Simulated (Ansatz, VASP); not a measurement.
**Two plane-wave programs on CuO2**

```
Cu O
1.0
     1.41261   -5.21075    0.00000
     1.41261    5.21075    0.00000
     0.00000    0.00000    4.34342
Cu O
2 4
Cartesian
  1.4126 3.4677 3.2576
  1.4126 -3.4677 1.0859
  1.4126 -3.0115 3.2576
  1.4126 3.0115 1.0859
  1.4126 -0.5366 3.2576
  1.4126 0.5366 1.0859
```

Alike in both runs: task single point; functional PBE; k mesh 10 × 10 × 6; occupations fermi-dirac, width 0.05 eV; no spin polarisation.

```csv
,VASP,Ansatz
version,VASP 6.6.1,Ansatz 0.2.0
potentials or method,"VASP PAW PBE potentials, release 64 (Cu, O)",Ansatz PAW
plane-wave cutoff (eV),520,420
valence electrons in the cell,46,62
```

Ansatz gave:

- gap on the k mesh at the Fermi level (eV): none
- pressure (GPa): -1.7
- traceless stress, the component that is largest in VASP (GPa): 1.12
- rms of the force components (eV/Å): 0.089

Question: Estimate VASP's values.

Answer: gap on the k mesh at the Fermi level (eV): none; pressure (GPa): -0.7; traceless stress, the component that is largest in VASP (GPa): -0.28; rms of the force components (eV/Å): 0.059.

Atom by atom the forces differ by 0.065 eV/Å (rms over components). A gap of «none» marks a metal or a gap that the smearing closes. VASP's potentials hold 46 valence electrons a cell and Ansatz's 62, so a difference there can come from the potentials and not from the codes.
